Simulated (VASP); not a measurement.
Here is a VASP 6.6.1 calculation.

File INCAR:

```
SYSTEM = Na
ALGO     = Normal         ! electronic algorithm
EDIFF    = 1E-7           ! SCF threshold, eV
EDIFFG   = -0.005         ! ionic threshold
ENCUT    = 600            ! plane-wave cutoff, eV
GGA      = PE             ! functional
IBRION   = 2              ! ionic algorithm
ISIF     = 3              ! what is computed and relaxed
ISMEAR   = -1             ! smearing method
LASPH    = .TRUE.         ! aspherical terms in the spheres
LCHARG   = .FALSE.        ! write CHGCAR
LREAL    = .FALSE.        ! projectors in reciprocal space
LWAVE    = .FALSE.        ! write WAVECAR
NELM     = 60             ! most SCF steps
NSW      = 32             ! ionic steps
PREC     = Accurate       ! precision mode
PSTRESS  = 14.0         
SIGMA    = 0.08           ! smearing width, eV
```

KPOINTS

```
k-points
0
G
  10 10 10
  0 0 0
```

POSCAR

```
Na
1.0
    0.0000000000      3.4380975196      3.4380975196
    3.4380975196      0.0000000000      3.4380975196
    3.4380975196      3.4380975196      0.0000000000
Na
2
Direct
   -0.1250000000     -0.1250000000     -0.1250000000
    0.1250000000      0.1250000000      0.1250000000
```

Potentials or basis: VASP PAW PBE potentials, release 64 (Na_pv).

Run with:

```sh
$ cat potpaw_PBE.64/Na_pv/POTCAR > POTCAR
$ mpirun -np 1 vasp_std > vasp.out
```

Q: Predict the band gap on the k mesh.

A: Zero (bands 7 and 8 overlap by 1.10 eV).

Final structure:
```
Na
1.0
     0.00000    3.43810    3.43810
     3.43810    0.00000    3.43810
     3.43810    3.43810    0.00000
Na
2
Direct
  0.87500 0.87500 0.87500
  0.12500 0.12500 0.12500
```

Caveat: the relaxation stopped at its first step, so nothing moved; the cell is relaxed towards a set pressure, so the run minimises the enthalpy, not the energy.
